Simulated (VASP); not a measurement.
# InSb: single point with PBE

Crystal: InSb.

```
In Sb
1.0
     0.00000    2.94474    3.53250
     2.94474    0.00000    3.53250
     2.94474    2.94474    0.00000
In Sb
1 1
Direct
  0.00000 0.00000 0.00000
  0.50000 0.50000 0.50000
```

This cell differs from its parent crystal: volume 30.632 Å^3 an atom, c/a of the conventional cell 1.1996.

| Item | Value |
| --- | --- |
| Program | VASP 6.6.1 |
| Task | single point |
| Functional | PBE |
| Potentials or basis | VASP PAW PBE potentials, release 64 (In_d, Sb) |
| Cutoff | 520 eV |
| k mesh | 14 × 14 × 14 |
| Occupations | gaussian, width 0.15 eV |
| Spin | no spin polarisation |

* Pressure: 0.5 GPa
* Band gap on the k mesh: zero (band 9 reaches 6.80 eV, above the bottom of band 10 at 4.41 eV)

Stress tensor (GPa, compression positive):
```
 3.33  0.00  0.00
 0.00  3.33  0.00
 0.00  0.00 -5.16
```

Levels at points of the mesh, in eV from the Fermi level:
```
           k point  band 7  band 8  band 9  band 10  band 11  band 12
(0.00, 0.00, 0.00)   -0.64   -0.57   -0.57     0.66     3.62     5.53
(0.50, 0.00, 0.00)   -6.30   -0.26    0.75     1.34     2.98     3.00
(0.50, 0.50, 0.00)   -4.00   -2.15   -1.58    -1.58     3.80     7.98
(0.50, 0.00, 0.50)   -4.23   -3.72   -3.07    -1.19     3.28     5.38
```

Run time: 4.2 min on 1 thread of Intel Xeon 6975P-C, with other jobs on the host, peak memory 0.38 GiB.

Caveat: spin-orbit coupling is left out, which moves the levels of the heavy elements.
